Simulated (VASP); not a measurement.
Runs of VASP 6.6.1 on Re. The structure is that of space group Fm-3m (No. 225), or close to it. The cells are those of the table. This isn't the form of Re at room conditions, which is hcp.

| task | cell | gap on the mesh (eV) | pressure (GPa) |
| --- | --- | --- | --- |
| electric field gradients | a = 2.848 Å, angles 60.0°, 1 atom | none | -38.3 |
| single point | a = 2.848 Å, angles 60.0°, 1 atom | none | -38.3 |
| single point | a = 2.836 Å, angles 58.0°, 1 atom | none | -22.2 |
| electric field gradients | a = 2.812 Å, angles 60.0°, 1 atom | none | (a) |
| electric field gradients | a = 2.779 Å, angles 60.7°, 1 atom | none | -23.1 |

Alike in all rows: level LDA; potentials or basis VASP PAW LDA potentials, release 64 (Re); no spin polarisation; k mesh 14 × 14 × 14; cutoff (eV) 520; smearing fermi-dirac 0.03 eV.

Question: Estimate the missing entries.

Answer: (a) -28.9.

Caveats: the cell stands under tension; spin-orbit coupling is left out, which moves the levels of the heavy elements.

A k mesh can miss the band edges, and the runs leave out spin-orbit coupling on Re.

A gap of «none» marks levels without a gap at the run's occupations.
